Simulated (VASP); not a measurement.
Wanted: the native input for a VASP 6.6.1 run.

```
Task                   : single point
Functional             : LDA
Potentials or basis    : VASP PAW LDA potentials, release 64 (Au)
Cutoff                 : 520 eV
k mesh                 : 18 × 18 × 10
Occupations            : fermi-dirac, width 0.15 eV
Spin                   : no spin polarisation
Dipole correction      : no
Further INCAR settings : ALGO = Fast; EDIFF = 1e-06; NBANDS = 18
```

The structure of Au lies in POSCAR:

```
Au
1.0
    1.4267588077     -2.4714546665      0.0000000000
    1.4267588077      2.4714546665      0.0000000000
    0.0000000000      0.0000000000      4.8005087280
Au
2
Direct
    0.6666433043      0.3333566957      0.2500000000
    0.3333566957      0.6666433043      0.7500000000
```

This isn't the form of Au at room conditions, which is fcc.

These files were run (other wordings do the same):

INCAR

```
PREC     = Accurate       # precision mode
ENCUT    = 520            # plane-wave cutoff, eV
EDIFF    = 1E-6           # SCF threshold, eV
ISMEAR   = -1             # smearing method
SIGMA    = 0.15           # smearing width, eV
LREAL    = False          # projectors in reciprocal space
LASPH    = True           # aspherical terms in the spheres
NELM     = 80             # most SCF steps
ALGO     = Fast           # electronic algorithm
ISIF     = 2              # what is computed and relaxed
LWAVE    = False          # write WAVECAR
LCHARG   = True           # write CHGCAR
GGA      = CA             # functional
LELF     = True           # ELF
LVHAR    = True         
NBANDS   = 18             # bands
```

KPOINTS

```
regular mesh
0
Gamma
  18 18 10
```

Potentials or basis: VASP PAW LDA potentials, release 64 (Au).

Launch:

```bash
$ cat potpaw_LDA.64/Au/POTCAR > POTCAR
$ mpirun -np 1 vasp_std > vasp.out
```

It gave:

* Pressure: -3.0 GPa
* Band gap on the k mesh: zero (bands 11 and 12 overlap by 6.98 eV)

Caveat: the cell stands under tension; spin-orbit coupling is left out, which moves the levels of the heavy elements.

Wall time 2.7 min on 1 thread of Intel(R) Xeon(R) Platinum 8259CL CPU @ 2.50GHz (Skylake/Cascade Lake), on a shared host, peak memory 0.36 GiB.
